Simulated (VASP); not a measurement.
# KRb2ScO6: single point with PBEsol

Crystal: KRb2ScO6.

```xyz
10
Lattice="0.0000 4.3834 4.3834 4.3834 0.0000 4.3834 4.3834 4.3834 0.0000" Properties=species:S:1:pos:R:3 pbc="T T T"
Sc    0.0000    0.0000    0.0000
O     1.9287    4.3834    4.3834
O     4.3834    1.9287    4.3834
O     6.8381    4.3834    4.3834
O     4.3834    6.8381    4.3834
O     4.3834    4.3834    1.9287
O     4.3834    4.3834    6.8381
Rb    2.1917    2.1917    2.1917
Rb    6.5751    6.5751    6.5751
K     4.3834    4.3834    4.3834
```

* Program: VASP 6.6.1
* Task: single point
* Functional: PBEsol
* Potentials or basis: VASP PAW PBE potentials, release 64 (Sc_sv, O, Rb_sv, K_sv)
* Cutoff: 520 eV
* k mesh: 5 × 5 × 5
* Occupations: methfessel-paxton, width 0.0202 eV
* Spin: no spin polarisation
* Dipole correction: no
* Further INCAR settings: ALGO = Normal; EDIFF = 1e-06; NBANDS = 48

- Pressure: 7.7 GPa
- Largest force: 1.292 eV/Å
- Band gap on the k mesh: zero (bands 37 and 38 overlap by 0.23 eV)

Forces on the atoms (eV/Å):
```
Sc   0.000  0.000  0.000
O    1.292  0.000  0.000
O    0.000  1.292  0.000
O   -1.292  0.000  0.000
O    0.000 -1.292  0.000
O    0.000  0.000  1.292
O    0.000  0.000 -1.292
Rb   0.000  0.000  0.000
Rb   0.000  0.000  0.000
K    0.000  0.000  0.000
```

Levels at points of the mesh, in eV from the Fermi level:
| k point | band 33 | band 34 | band 35 | band 36 | band 37 | band 38 | band 39 | band 40 | band 41 | band 42 |
| --- | --- | --- | --- | --- | --- | --- | --- | --- | --- | --- |
| (0.00, 0.00, 0.00) | -0.52 | -0.52 | 0.21 | 0.21 | 0.21 | 0.24 | 0.24 | 0.24 | 6.38 | 7.26 |

It took 3.7 min on 1 thread of Intel Xeon 8259CL, on a shared host, peak memory 0.37 GiB.

Caveat: the cell stands under pressure; the PAW data sets were made with another functional, which shifts forces and pressure a little.
